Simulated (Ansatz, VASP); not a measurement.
# BP in VASP and in Ansatz

```
B P
1.0
     0.00000    2.42788    2.42788
     2.42788    0.00000    2.42788
     2.42788    2.42788    0.00000
B P
1 1
Direct
  0.00000 0.00000 0.00000
  0.75000 0.75000 0.75000
```

Alike in both runs: task single point; functional PBE; k mesh 6 × 6 × 6; occupations gaussian, width 0.1 eV; no spin polarisation.

|  | VASP | Ansatz |
| --- | --- | --- |
| version | VASP 6.6.1 | Ansatz 0.2.0 |
| potentials or method | VASP PAW PBE potentials, release 64 (B, P), cutoff 500 eV | scalar-relativistic, plane waves, PAW |
| valence electrons in the cell | 8 | 8 |

```csv
,VASP,Ansatz,Ansatz less VASP
gap on the k mesh at the Fermi level (eV),1.57,1.57,+0.002
least direct gap on the mesh (eV),3.16,3.16,+0.001
pressure (GPa),-21.7,-21.6,+0.11
```
